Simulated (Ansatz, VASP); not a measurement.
# Two plane-wave programs on SnS2

File POSCAR:

```
SnS2
1.0
    3.6390000000      0.0000000000      0.0000000000
   -1.8195000000      3.1514660000      0.0000000000
    0.0000000000      0.0000000000      5.8680000000
Sn S
1 2
Direct
    0.0000000000      0.0000000000      0.0000000000
    0.3333333333      0.6666666667      0.2500000000
    0.6666666667      0.3333333333      0.7500000000
```

INCAR.step1

```
ALGO = Normal
EDIFF = 1E-5
EDIFFG = -0.005
ENCUT = 550
GGA = PE
GGA_COMPAT = F
IBRION = 2
ISIF = 3
ISMEAR = 0
LASPH = T
LCHARG = F
LREAL = F
LWAVE = T
NELM = 120
NELMIN = 4
NSW = 100
PREC = Accurate
SIGMA = 0.01
```

The input INCAR.step2:

```
ALGO = Normal
EDIFF = 1E-7
EDIFFG = -0.01
ENCUT = 550
GGA_COMPAT = F
IBRION = 2
ISIF = 3
ISMEAR = 0
ISTART = 1
IVDW = 13
LASPH = T
LCHARG = F
LMIXTAU = T
LREAL = F
LWAVE = F
METAGGA = R2SCAN
NELM = 120
NELMIN = 4
NSW = 80
PREC = Accurate
SIGMA = 0.01
VDW_A1 = 0.51559235
VDW_A2 = 5.77342911
VDW_S6 = 1.0
VDW_S8 = 0.6018749
```

The input KPOINTS:

```
k-points
0
Gamma
  6 6 4
```

Input for Ansatz:

```yaml
crystal:
  lattice:
    - [3.639, 0.0, 0.0]
    - [-1.8195, 3.151466, 0.0]
    - [0.0, 0.0, 5.868]
  atoms:
    - { symbol: Sn, position: [0.0, 0.0, 0.0] }
    - { symbol: S, position: [0.3333333333333333, 0.6666666666666666, 0.25] }
    - { symbol: S, position: [0.6666666666666666, 0.3333333333333333, 0.75] }
kpoints:
  mp_grid:
    grid: [6, 6, 4]
    shift: [0.0, 0.0, 0.0]
hamiltonian:
  xc: r2scan
  dispersion: d4
scf:
  occupations:
    method: fixed
relax:
  cell: {}
```

Alike in both runs: task relaxation of cell and atoms; functional r2SCAN; dispersion D4; k mesh 6 × 6 × 4; no spin polarisation.

```csv
,VASP,Ansatz
version,VASP 6.6.1,Ansatz 0.2.0
potentials or method,"VASP PAW PBE potentials, release 64 (Sn_d, S)","plane waves, PAW"
plane-wave cutoff (eV),550,500
occupations,"gaussian, width 0.01 eV",fixed
valence electrons in the cell,26,26
```

```csv
,VASP,Ansatz,Ansatz less VASP
relaxed volume (Å³/atom),23.31,23.27,-0.040
relaxed cell length with the largest relative difference (Å),6.021,6.004,-0.0165
```

VASP's potentials were made for PBE, not for r2SCAN.
